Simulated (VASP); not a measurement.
# Bi: single point with PBEsol

The system is Bi.

```
Bi
1.0
     4.67517    0.00000    0.00000
    -2.33759    4.04882    0.00000
     0.00000    0.00000   12.18387
Bi
2
Direct
  0.33333 0.66667 0.25000
  0.66667 0.33333 0.75000
```

This cell differs from its parent crystal: strain +0.030 along x and y, +0.030 along z.

* Program: VASP 6.6.1
* Task: single point
* Functional: PBEsol
* Potentials or basis: VASP PAW PBE potentials, release 64 (Bi_d)
* Cutoff: 520 eV
* k mesh: 12 × 12 × 4
* Occupations: gaussian, width 0.15 eV
* Spin: no spin polarisation
* Dipole correction: no
* Further INCAR settings: ALGO = Fast; EDIFF = 1e-06; NBANDS = 22

```yaml
Pressure: -3.0 GPa
Band_gap_on_the_k_mesh: zero (bands 15 and 16 overlap by 1.85 eV)
```

Stress tensor (GPa, compression positive):
```
-4.32  0.00  0.00
 0.00 -4.32  0.00
 0.00  0.00 -0.27
```

Levels at points of the mesh, in eV from the Fermi level:
| k point | band 11 | band 12 | band 13 | band 14 | band 15 | band 16 | band 17 | band 18 | band 19 | band 20 |
| --- | --- | --- | --- | --- | --- | --- | --- | --- | --- | --- |
| (0.00, 0.00, 0.00) | -10.29 | -10.28 | -0.70 | -0.30 | 1.19 | 1.19 | 1.20 | 1.20 | 3.01 | 4.26 |
| (0.50, 0.00, 0.00) | -10.04 | -10.03 | -1.24 | -1.22 | 0.06 | 0.17 | 0.59 | 0.62 | 4.79 | 4.84 |
| (0.00, 0.00, 0.50) | -10.29 | -10.29 | -0.52 | -0.52 | 1.19 | 1.19 | 1.19 | 1.19 | 3.61 | 3.61 |
| (0.50, 0.00, 0.50) | -10.03 | -10.03 | -1.23 | -1.23 | 0.12 | 0.12 | 0.61 | 0.61 | 4.67 | 4.67 |

Run time: 5.4 min on 1 thread of Intel(R) Xeon(R) Platinum 8375C CPU @ 2.90GHz (Ice Lake) (shared host), peak memory 0.48 GiB.

Caveat: the cell differs from its parent crystal (strain +0.030 along x and y, +0.030 along z); the PAW data sets were made with another functional, which shifts forces and pressure a little; spin-orbit coupling is left out, which moves the levels of the heavy elements.
